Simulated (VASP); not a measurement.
Here is a VASP 6.6.1 calculation.

The input INCAR:

```
SYSTEM = Al
ALGO     = Normal         ! electronic algorithm
EDIFF    = 1E-6           ! SCF threshold, eV
ENCUT    = 500            ! plane-wave cutoff, eV
GGA      = CA             ! functional
GGA_COMPAT= .False.      
ISIF     = 2              ! what is computed and relaxed
ISMEAR   = 0              ! smearing method
LASPH    = .True.         ! aspherical terms in the spheres
LCHARG   = .True.         ! write CHGCAR
LELF     = .True.         ! ELF
LREAL    = .False.        ! projectors in reciprocal space
LVHAR    = .True.       
LWAVE    = .False.        ! write WAVECAR
NBANDS   = 8              ! bands
NELM     = 120            ! most SCF steps
PREC     = Accurate       ! precision mode
SIGMA    = 0.1            ! smearing width, eV
```

Contents of KPOINTS:

```
k-points
0
Gamma
  18 18 18
  0 0 0
```

The input POSCAR:

```
Al
1.0
    0.0000000000      1.9917798318      1.9917798318
    1.9917798318      0.0000000000      1.9917798318
    1.9917798318      1.9917798318      0.0000000000
Al
1
Direct
    0.0000000000      0.0000000000      0.0000000000
```

Potentials or basis: VASP PAW LDA potentials, release 64 (Al).

Command:

```bash
$ cat potpaw_LDA.64/Al/POTCAR > POTCAR
$ mpirun -np 1 vasp_std > vasp.out
```

(1) Estimate the band gap on the k mesh.

(2) Estimate the pressure.

Answers

(1) zero (an odd number of electrons rules out a gap without spin polarisation).

(2) 0.1 GPa.
